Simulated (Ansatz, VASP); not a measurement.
## One calculation of Ti, two programs

File INCAR:

```
SYSTEM = Ti
PREC     = Accurate       ! precision mode
ENCUT    = 520            ! plane-wave cutoff, eV
EDIFF    = 1E-6           ! SCF threshold, eV
ISMEAR   = -1             ! smearing method
SIGMA    = 0.05           ! smearing width, eV
LREAL    = .FALSE.        ! projectors in reciprocal space
LASPH    = .TRUE.         ! aspherical terms in the spheres
NELM     = 100            ! most SCF steps
ALGO     = Normal         ! electronic algorithm
ISIF     = 2              ! what is computed and relaxed
LWAVE    = .FALSE.        ! write WAVECAR
LCHARG   = .FALSE.        ! write CHGCAR
GGA      = CA             ! functional
NBANDS   = 12             ! bands
```

File KPOINTS:

```
Automatic mesh
0
G
  15 15 15
  0 0 0
```

The input POSCAR:

```
Ti
1.0
    2.2089800050      0.0000000000      0.0000000000
    0.0000000000      2.2089800050      0.0000000000
    0.0000000000      0.0000000000      2.2089800050
Ti
1
Direct
    0.0000000000      0.0000000000      0.0000000000
```

Input for Ansatz:

```yaml
crystal:
  lattice:
    - [2.208980005, 0.0, 0.0]
    - [0.0, 2.208980005, 0.0]
    - [0.0, 0.0, 2.208980005]
  atoms:
    - { symbol: Ti, position: [0.0, 0.0, 0.0] }
kpoints:
  mp_grid: { grid: [15, 15, 15] }
  band_path:
    path:
      - [0.0, 0.0, 0.0]
      - [0.0, 0.5, 0.0]
      - [0.5, 0.5, 0.0]
      - [0.0, 0.0, 0.0]
      - [0.5, 0.5, 0.5]
      - [0.0, 0.5, 0.0]
      - [0.5, 0.5, 0.5]
      - [0.5, 0.5, 0.0]
    npoints: 8
scf:
  occupations: { method: fermi_dirac, width: 0.05 }
hamiltonian:
  xc: lda
  pseudopotentials: { kind: paw }
output:
  forces: true
  stress: true
  eigenvalues: true
  populations: true
  dos: { projected: true, de: 0.2, e_range: [-14, 8] }
```

Change from the starting cell: volume scaled by 0.65, PAW files.

Alike in both runs: task single point; functional LDA; k mesh 15 × 15 × 15; occupations fermi-dirac, width 0.05 eV; no spin polarisation.

|  | VASP | Ansatz |
| --- | --- | --- |
| version | VASP 6.6.1 | Ansatz 0.2.0 |
| potentials or method | VASP PAW LDA potentials, release 64 (Ti_sv) | PAW with Ansatz's default frozen-core files, scalar-relativistic |
| plane-wave cutoff (eV) | 520 | 420 |
| valence electrons in the cell | 12 | 12 |

VASP gave:

- pressure (GPa): 87.7

Task: What did Ansatz give for the same quantities?

Result: Pressure (GPa): 85.6.

LDA's correlation is that of Perdew and Zunger in VASP and of Perdew and Wang (1992) in Ansatz. Both programs put the cell under a high pressure, so it lies far from rest at this level.

Noted on VASP's run: the cell as given lies far from equilibrium.
